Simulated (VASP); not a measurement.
## HgTe: single point with LDA

Crystal: HgTe.

```
CELL_PARAMETERS angstrom
0.00000 2.92150 2.95072
2.92150 0.00000 2.95072
2.92150 2.92150 0.00000
ATOMIC_POSITIONS crystal
Hg 0.00000 0.00000 0.00000
Te 0.50000 0.50000 0.50000
```

This cell differs from its parent crystal: zz strain of +1 %.

| Quantity | Value |
| --- | --- |
| Program | VASP 6.6.1 |
| Task | single point |
| Functional | LDA |
| Potentials or basis | VASP PAW LDA potentials, release 64 (Hg, Te) |
| Cutoff | 520 eV |
| k mesh | 10 × 10 × 10 |
| Occupations | fermi-dirac, width 0.08 eV |
| Spin | no spin polarisation |
| Dipole correction | no |
| Further INCAR settings | ALGO = Normal; EDIFF = 1e-06; NBANDS = 16 |

The pressure is 3.6 GPa. The band gap on the k mesh is zero (band 9 reaches 6.11 eV, above the bottom of band 10 at 2.90 eV).

Stress tensor (GPa, compression positive):
```
3.96 0.00 0.00
0.00 3.96 0.00
0.00 0.00 2.74
```

Levels at points of the mesh, in eV from the Fermi level:
```
           k point  band 7  band 8  band 9  band 10  band 11  band 12
(0.00, 0.00, 0.00)   -0.91   -0.91   -0.84    -0.51     7.69     7.72
(0.50, 0.00, 0.00)   -6.03    0.39    0.46     2.41     3.69     3.78
(0.50, 0.50, 0.00)   -5.11   -2.92   -2.74    -2.74     4.69     9.77
(0.50, 0.00, 0.50)   -5.12   -3.00   -2.84    -2.73     4.63     9.58
```

It took 22 s on 1 thread of Intel(R) Xeon(R) 6975P-C (Granite Rapids), on a shared host, peak memory 0.22 GiB.

Caveat: the cell differs from its parent crystal (zz strain of +1 %); spin-orbit coupling is left out, which moves the levels of the heavy elements.
